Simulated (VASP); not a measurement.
# CoO (Pm-3m) in VASP: notebook

CoO is run at these levels: PBE, PBE+U; tasks: single point, relaxation of cell and atoms.

All numbers are computed with VASP 6.6.1; they aren't measurements. Logs are shortened: lines on timing, memory, paths and dates and some standing lists are left out, and cuts for length are marked.

### 1 The cell of the first run

It takes space group Pm-3m (No. 221, cubic). The conventional cell has a = 2.616 Å, b = 2.616 Å, c = 2.616 Å, α = 90.00°, β = 90.00°, γ = 90.00°. Within 3.0 Å of Co (site symmetry m-3m) lie 8 O at 2.27 Å and 6 Co at 2.62 Å. O (site symmetry m-3m) has 8 Co at 2.27 Å and 6 O at 2.62 Å within 3.0 Å.

### 2 Single point, PBE, collinear spin, ferromagnetic start

Contents of INCAR:

```
SYSTEM = CoO
ALGO = Normal ; EDIFF = 1E-7
ENCUT = 520 ; GGA = PE
ISIF = 2 ; ISMEAR = 0
ISPIN = 2 ; LASPH = .TRUE.
LCHARG = .TRUE. ; LELF = .TRUE.
LMAXMIX = 4 ; LORBIT = 11
LREAL = .FALSE. ; LVHAR = .TRUE.
LWAVE = .FALSE. ; MAGMOM = 2.73 0.53
NBANDS = 18 ; NELM = 150
PREC = Accurate ; SIGMA = 0.1
```

Contents of KPOINTS:

```
k-points
0
G
  8 8 8
  0 0 0
```

Contents of POSCAR:

```
CoO
1.0
    2.6161540276      0.0000000000      0.0000000000
    0.0000000000      2.6161540276      0.0000000000
    0.0000000000      0.0000000000      2.6161540276
Co O
1 1
Direct
    0.0000000000      0.0000000000      0.0000000000
    0.5000000000      0.5000000000      0.5000000000
```

Potentials or basis: VASP PAW PBE potentials, release 64 (Co, O).

Command:

```console
cat potpaw_PBE.64/Co/POTCAR potpaw_PBE.64/O/POTCAR > POTCAR
mpirun -np 1 vasp_std > vasp.out
```

OUTCAR:

```text
SYSTEM = CoO
   EDIFF = 1E-7
   ENCUT = 520
   GGA = PE
   ISIF = 2
   ISMEAR = 0
   ISPIN = 2
   LASPH = .TRUE.
   LORBIT = 11
   LREAL = .FALSE.
   NELM = 150
   PREC = Accurate

 ion  position               nearest neighbor table
   1  0.000  0.000  0.000-   2 2.27   2 2.27   2 2.27   2 2.27   2 2.27   2 2.27   2 2.27   2 2.27

   2  0.500  0.500  0.500-   1 2.27   1 2.27   1 2.27   1 2.27   1 2.27   1 2.27   1 2.27   1 2.27

  LATTYP: Found a simple cubic cell.
 ALAT       =     2.6161540276

  Lattice vectors:

 A1 = (   2.6161540276,   0.0000000000,   0.0000000000)
 A2 = (   0.0000000000,   2.6161540276,   0.0000000000)
 A3 = (   0.0000000000,   0.0000000000,   2.6161540276)

Analysis of symmetry for initial positions (statically):
=====================================================================
 Subroutine PRICEL returns:
 Original cell was already a primitive cell.

 Routine SETGRP: Setting up the symmetry group for a
 simple cubic supercell.

 Subroutine GETGRP returns: Found 48 space group operations
 (whereof 48 operations were pure point group operations)
 out of a pool of 48 trial point group operations.

The static configuration has the point symmetry O_h .

Analysis of symmetry for dynamics (positions and initial velocities):
=====================================================================
 Subroutine PRICEL returns:
 Original cell was already a primitive cell.

 Routine SETGRP: Setting up the symmetry group for a
 simple cubic supercell.

 Subroutine GETGRP returns: Found 48 space group operations
 (whereof 48 operations were pure point group operations)
 out of a pool of 48 trial point group operations.

The dynamic configuration has the point symmetry O_h .

Analysis of structural, dynamic, and magnetic symmetry:
=====================================================================
 Subroutine PRICEL returns:
 Original cell was already a primitive cell.

 Routine SETGRP: Setting up the symmetry group for a
 simple cubic supercell.

 Subroutine GETGRP returns: Found 48 space group operations
 (whereof 48 operations were pure point group operations)
 out of a pool of 48 trial point group operations.

The overall configuration has the point symmetry O_h .

 Subroutine INISYM returns: Found 48 space group operations
 (whereof 48 operations are pure point group operations),
 and found     1 'primitive' translations

----------------------------------------------------------------------------------------

                                     Primitive cell

  volume of cell :      17.9056

  direct lattice vectors                    reciprocal lattice vectors
     2.616154028  0.000000000  0.000000000     0.382240491  0.000000000  0.000000000
     0.000000000  2.616154028  0.000000000     0.000000000  0.382240491  0.000000000
     0.000000000  0.000000000  2.616154028     0.000000000  0.000000000  0.382240491

  length of vectors
     2.616154028  2.616154028  2.616154028     0.382240491  0.382240491  0.382240491

  position of ions in fractional coordinates (direct lattice)
     0.000000000  0.000000000  0.000000000
     0.500000000  0.500000000  0.500000000

  ion indices of the primitive-cell ions
   primitive index   ion index
                 1           1
                 2           2

----------------------------------------------------------------------------------------

 KPOINTS: k-points

Automatic generation of k-mesh.
 Grid dimensions read from file:
 generate k-points for:    8    8    8

 Generating k-lattice:

  Cartesian coordinates                     Fractional coordinates (reciprocal lattice)
     0.047780061  0.000000000  0.000000000     0.125000000  0.000000000  0.000000000
     0.000000000  0.047780061  0.000000000     0.000000000  0.125000000  0.000000000
     0.000000000  0.000000000  0.047780061     0.000000000  0.000000000  0.125000000

  Length of vectors
     0.047780061  0.047780061  0.047780061

  Shift w.r.t. Gamma in fractional coordinates (k-lattice)
     0.000000000  0.000000000  0.000000000

 Subroutine IBZKPT returns following result:
 ===========================================

 Found     35 irreducible k-points:

 Following reciprocal coordinates:
            Coordinates               Weight
  0.000000  0.000000  0.000000      1.000000
  0.125000  0.000000  0.000000      6.000000
  0.250000  0.000000  0.000000      6.000000
  0.375000  0.000000  0.000000      6.000000
  0.500000  0.000000  0.000000      3.000000
  0.125000  0.125000  0.000000     12.000000
[... 16 lines left out ...]
  0.375000  0.375000  0.125000     24.000000
  0.500000  0.375000  0.125000     24.000000
 [... further k-points ...]
   k-points           NKPTS =     35   k-points in BZ     NKDIM =     35   number of bands    NBANDS=     18
   number of dos      NEDOS =    301   number of ions     NIONS =      2
   total plane-waves  NPLWV =   8000
   dimension x,y,z NGX =    20 NGY =   20 NGZ =   20
   dimension x,y,z NGXF=    40 NGYF=   40 NGZF=   40
   ions per type =               1   1
   NGX,Y,Z   is equivalent  to a cutoff of  12.71, 12.71, 12.71 a.u.
   NGXF,Y,Z  is equivalent  to a cutoff of  25.42, 25.42, 25.42 a.u.
 SYSTEM =  CoO
   PREC   = accura    normal or accurate (medium, high low for compatibility)
   ISTART =      0    job   : 0-new  1-cont  2-samecut
   ICHARG =      2    charge: 1-file 2-atom 10-const
   ISPIN  =      2    spin polarized calculation?
   LNONCOLLINEAR =      F non collinear calculations
   LSORBIT =      F    spin-orbit coupling
   LASPH  =      T    aspherical Exc in radial PAW
   ENCUT  =  520.0 eV  38.22 Ry    6.18 a.u.   4.86  4.86  4.86*2*pi/ulx,y,z
   NELM   =    150;   NELMIN=  2; NELMDL= -5     # of ELM steps
   EDIFF  = 0.1E-06   stopping-criterion for ELM
   LREAL  =      F    real-space projection
   EDIFFG = 0.1E-05   stopping-criterion for IOM
   NSW    =      0    number of steps for IOM
   IBRION =     -1    ionic relax: 0-MD 1-quasi-New 2-CG
   NFREE  =      0    steps in history (QN), initial steepest desc. (CG)
   ISIF   =      2    stress and relaxation
   ISYM   =      2    0-nonsym 1-usesym 2-fastsym
   POTIM  = 0.5000    time-step for ionic-motion
   TEBEG  =    0.0;   TEEND  =   0.0 temperature during run
   PSTRESS=    0.0 pullay stress
   NELECT =      15.0000    total number of electrons
   NUPDOWN=      -1.0000    fix difference up-down
   EMIN   =  10.00;   EMAX   =-10.00  energy-range for DOS
   EFERMI =   0.00;   METHOD = LEGACY
   ISMEAR =     0;   SIGMA  =   0.10  broadening in eV -4-tet -1-fermi 0-gaus
   EFERMI_NEDOS =   21; number of points for ismear=-14 and -15
   IALGO  =     38    algorithm
   IMIX   =      4    mixing-type and parameters
     AMIX     =   0.40;   BMIX     =  1.00
     AMIX_MAG =   1.60;   BMIX_MAG =  1.00
  volume/ion in A,a.u.               =       8.95        60.42
  Fermi-wavevector in a.u.,A,eV,Ry     =   1.543270  2.916358 32.404759  2.381683
  Thomas-Fermi vector in A             =   2.648957
   LORBIT       =     11    0 simple, 1 ext, 2 COOP (PROOUT), +10 PAW based schemes
   GGA     = PE    functional components
   LHFCALC =     F    Hartree Fock is set to
   AEXX    =    0.0000 exact exchange contribution
   IVDW    =     0    specifies the selected vdW correction
   LEPSILON=     F    determine dielectric tensor
   LRPA    =     F    only Hartree local field effects (RPA)
 spin polarized calculation
 Gauss-broadening in eV      SIGMA  =   0.10
  energy-cutoff  :      520.00
  volume of cell :       17.91
 maximum number of plane-waves:       500
 NGX is ok and might be reduce to    20
   NGX =  9   NGY =  9   NGZ =  9

 number of electron      14.9999995 magnetization       3.0004037

 Free energy of the ion-electron system (eV)
  ---------------------------------------------------
  ext. energy  EPLUGINS =         0.00000000
  ---------------------------------------------------
  free energy    TOTEN  =       -12.39538129 eV

  energy without entropy =      -12.38143678  energy(sigma->0) =      -12.38840904

 E-fermi :   8.6767     XC(G=0): -12.9863

 val. band max:        8.6606992442   @ k =   0.5000   0.3750   0.3750
 cond. band min:       8.6768062946   @ k =   0.3750   0.3750   0.2500
 fundamental gap:      0.0161070504
 Fermi energy:         8.6767240584

 spin component 1

 k-point     1 :       0.0000    0.0000    0.0000
  band No.  band energies     occupation
      1     -11.6626      1.00000
      2       4.4104      1.00000
      3       4.4104      1.00000
      4       5.8793      1.00000
      5       5.8793      1.00000
      6       5.8793      1.00000
[... 10 lines left out ...]
     17      40.3592      0.00000
     18      40.3592      0.00000
[... 463 lines left out ...]
 k-point    24 :       0.5000    0.3750    0.1250
  band No.  band energies     occupation
      1      -9.7419      1.00000
      2       1.8886      1.00000
      3       2.5222      1.00000
      4       4.7269      1.00000
      5       5.2175      1.00000
      6       5.6912      1.00000
[... 10 lines left out ...]
     17      38.0660      0.00000
     18      38.3574      0.00000

 [... further k-points ...]

 spin component 2

 k-point     1 :       0.0000    0.0000    0.0000
  band No.  band energies     occupation
      1     -10.9757      1.00000
      2       6.1341      1.00000
      3       6.1342      1.00000
      4       6.6796      1.00000
      5       6.6796      1.00000
      6       6.6796      1.00000
[... 10 lines left out ...]
     17      40.5193      0.00000
     18      40.5193      0.00000
[... 463 lines left out ...]
 k-point    24 :       0.5000    0.3750    0.1250
  band No.  band energies     occupation
      1      -8.9262      1.00000
      2       2.5679      1.00000
      3       3.3577      1.00000
      4       6.1314      1.00000
      5       7.0118      1.00000
      6       8.4765      0.99768
[... 10 lines left out ...]
     17      38.3855      0.00000
     18      38.6446      0.00000

 [... further k-points ...]
[... 5 lines left out ...]
  --------------------------------------------------------------------------------------
  -------------------------------------------------------------------------------------
  Total       -0.0458584     -0.0458584     -0.0458584     -0.0000000      0.0000000     -0.0000000
  in kB       -4.1033549     -4.1033549     -4.1033549     -0.0000000      0.0000000     -0.0000000
  external PRESSURE =      -4.1033549 kB  Pullay stress =       0.0000000 kB

 VOLUME and BASIS-vectors are now :
 -----------------------------------------------------------------------------
  energy-cutoff  :      520.00
  volume of cell :       17.91
      direct lattice vectors                 reciprocal lattice vectors
     2.616154028  0.000000000  0.000000000     0.382240491  0.000000000  0.000000000
     0.000000000  2.616154028  0.000000000     0.000000000  0.382240491  0.000000000
     0.000000000  0.000000000  2.616154028     0.000000000  0.000000000  0.382240491

 POSITION                                       TOTAL-FORCE (eV/Angst)
 -----------------------------------------------------------------------------------
      0.00000      0.00000      0.00000         0.000000      0.000000      0.000000
      1.30808      1.30808      1.30808         0.000000      0.000000      0.000000
 -----------------------------------------------------------------------------------
    total drift:                               -0.000000      0.000000      0.000000

  FREE ENERGIE OF THE ION-ELECTRON SYSTEM (eV)
  ---------------------------------------------------
  free  energy   TOTEN  =       -12.3953812939 eV

  energy  without entropy=      -12.3814367805  energy(sigma->0) =      -12.38840904

 total charge

# of ion       s       p       d       tot
------------------------------------------
    1        0.295   0.348   7.160   7.803
    2        1.581   3.346   0.000   4.928
--------------------------------------------------
tot          1.876   3.695   7.160  12.731

 magnetization (x)

# of ion       s       p       d       tot
------------------------------------------
    1       -0.000   0.003   2.497   2.501
    2        0.019   0.425   0.000   0.444
--------------------------------------------------
tot          0.019   0.429   2.497   2.945
```

It took 17 s on 1 thread of AMD EPYC 9R45 (Zen 5), shared host; peak memory 0.11 GiB.

Results:

```
Free energy                                           : -12.3954 eV
Pressure                                              : -0.4 GPa
Band gap on the k mesh                                : zero (filled and empty bands overlap)
Net moment                                            : 3.00 μB per cell
Site moments                                          : Co +2.50; O +0.44 μB
Valence electrons inside the program's atomic spheres : Co 7.80; O 4.93
```

Caveat: a cell with one magnetic atom can't hold antiferromagnetic order, which such compounds often take; semilocal functionals often make such compounds metallic where correlation or magnetic order opens a gap, which also shifts bond lengths. With open d or f shells a metallic result of PBE can be an artefact of self-interaction; +U or a hybrid may open a gap.

(Continued in part 2 of 3.)
